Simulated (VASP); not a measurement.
Set up this calculation in VASP 6.6.1, as the native input.

```
Task                   : single point
Functional             : PBE
Potentials or basis    : VASP PAW PBE potentials, release 64 (Rh_pv, H)
Cutoff                 : 520 eV
k mesh                 : 5 × 5 × 1
Occupations            : gaussian, width 0.1 eV
Spin                   : no spin polarisation
Dipole correction      : yes
Further INCAR settings : ALGO = Normal; EDIFF = 1e-07; NBANDS = 104
```

The structure of HRh6 lies in POSCAR:

```
HRh6
1.0
    5.4163401145      0.0000000000      0.0000000000
    0.0000000000      5.4163401145      0.0000000000
    0.0000000000      0.0000000000     21.6737367085
Rh H
12 2
Direct
    0.2500000000      0.2500000000      0.1845551625
    0.2500000000      0.7500000000      0.1845551625
    0.7500000000      0.2500000000      0.1845551625
    0.7500000000      0.7500000000      0.1845551625
    0.0000000000      0.0000000000      0.2693761947
    0.0000000000      0.5000000000      0.2693761947
    0.5000000000      0.0000000000      0.2693761947
    0.5000000000      0.5000000000      0.2693761947
    0.2500000000      0.2500000000      0.3540569313
    0.2500000000      0.7500000000      0.3540569313
    0.7500000000      0.2500000000      0.3540569313
    0.7500000000      0.7500000000      0.3540569313
    0.3293127868      0.5000000000      0.4191126261
    0.6706872132      0.5000000000      0.4191126261
```

These files were run (other wordings do the same):

INCAR

```
SYSTEM = HRh6
ALGO = Normal
DIPOL = 0.5 0.5 0.291
EDIFF = 1E-7
ENCUT = 520
GGA = PE
IDIPOL = 3
ISIF = 2
ISMEAR = 0
LASPH = .TRUE.
LCHARG = .FALSE.
LDIPOL = .TRUE.
LREAL = .FALSE.
LWAVE = .FALSE.
NBANDS = 104
NELM = 80
PREC = Accurate
SIGMA = 0.1
```

KPOINTS

```
k-points
0
G
  5 5 1
  0 0 0
```

Potentials or basis: VASP PAW PBE potentials, release 64 (Rh_pv, H).

Command:

```console
$ cat potpaw_PBE.64/Rh_pv/POTCAR potpaw_PBE.64/H/POTCAR > POTCAR
$ mpirun -np 1 vasp_std > vasp.out
```

It gave:

```json
{"Largest force": "1.543 eV/Å", "Band gap on the k mesh": "zero (bands 91 and 92 overlap by 0.71 eV)"}
```

Run time: 17 min on 1 thread of Intel(R) Xeon(R) 6975P-C (Granite Rapids) (shared host), peak memory 0.78 GiB.
